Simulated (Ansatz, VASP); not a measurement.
# Rh in VASP and in Ansatz

File POSCAR:

```
Rh
1.0
   -1.5092612352      1.5092612352      1.5092612352
    1.5092612352     -1.5092612352      1.5092612352
    1.5092612352      1.5092612352     -1.5092612352
Rh
1
Direct
    0.0000000000      0.0000000000      0.0000000000
```

The input INCAR.step1:

```
SYSTEM = Rh
PREC = Accurate
ENCUT = 600
ISMEAR = -1
SIGMA = 0.05
LREAL = .False.
LASPH = .True.
NELM = 150
ISPIN = 2
MAGMOM = 1
LMAXMIX = 4
GGA = PE
ALGO = Normal
EDIFF = 1E-4
LWAVE = .True.
LCHARG = .False.
```

File INCAR.step2:

```
SYSTEM = Rh
PREC = Accurate
ENCUT = 600
EDIFF = 1E-6
ISMEAR = -1
SIGMA = 0.05
LREAL = .False.
LASPH = .True.
NELM = 150
ALGO = Normal
ISIF = 3
LWAVE = .False.
LCHARG = .False.
ISPIN = 2
MAGMOM = 1
LORBIT = 11
LMAXMIX = 4
METAGGA = R2SCAN
LMIXTAU = .True.
IBRION = 2
NSW = 80
EDIFFG = -0.01
ISTART = 1
```

KPOINTS

```
regular mesh
0
Gamma
  15 15 15
  0 0 0
```

Input for Ansatz:

```yaml
crystal:
  lattice:
    - [-1.5092612352, 1.5092612352, 1.5092612352]
    - [1.5092612352, -1.5092612352, 1.5092612352]
    - [1.5092612352, 1.5092612352, -1.5092612352]
  atoms:
    - { symbol: Rh, position: [0.0, 0.0, 0.0], spin: 1.0 }
hamiltonian:
  xc: r2scan
  pseudopotentials:
    kind: paw
    azcp:
      Rh: "pseudopotentials/Rh.paw.azcp"
basis:
  ecutwfc: 500
  fft_grid_basis: typed
kpoints:
  mp_grid: { grid: [15, 15, 15], shift: [0, 0, 0] }
magnetization:
  spin_polarized: true
scf:
  occupations: { method: fermi_dirac, width: 0.05 }
relax:
  max_steps: 60
  f_tol: 0.01
  cell: {}
output:
  write_density: true
  write_potential: true
  elf: true
  volumetric_format: npy
```

Alike in both runs: task relaxation of cell and atoms; functional r2SCAN; k mesh 15 × 15 × 15; occupations fermi-dirac, width 0.05 eV; collinear spin.

|  | VASP | Ansatz |
| --- | --- | --- |
| version | VASP 6.6.1 | Ansatz 0.2.0 |
| potentials or method | VASP PAW PBE potentials, release 64 (Rh_pv), cutoff 600 eV | plane waves (500 eV) with PAW, scalar-relativistic |
| valence electrons in the cell | 15 | 17 |

Ansatz gave:

```
net moment per atom (μB)                                      : 0.93
size of the moment on the site where the two differ most (μB) : 0.94
relaxed volume (Å³/atom)                                      : 14.30
relaxed cell length with the largest relative difference (Å)  : 2.649
```

Estimate VASP's values.

net moment per atom (μB): 0.93; size of the moment on the site where the two differ most (μB): 0.95; relaxed volume (Å³/atom): 14.37; relaxed cell length with the largest relative difference (Å): 2.652.

VASP's potentials were made for PBE, not for r2SCAN. Site moments also hang on the region over which each program counts them. VASP's potentials hold 15 valence electrons a cell and Ansatz's 17, so a difference there can come from the potentials and not from the codes.
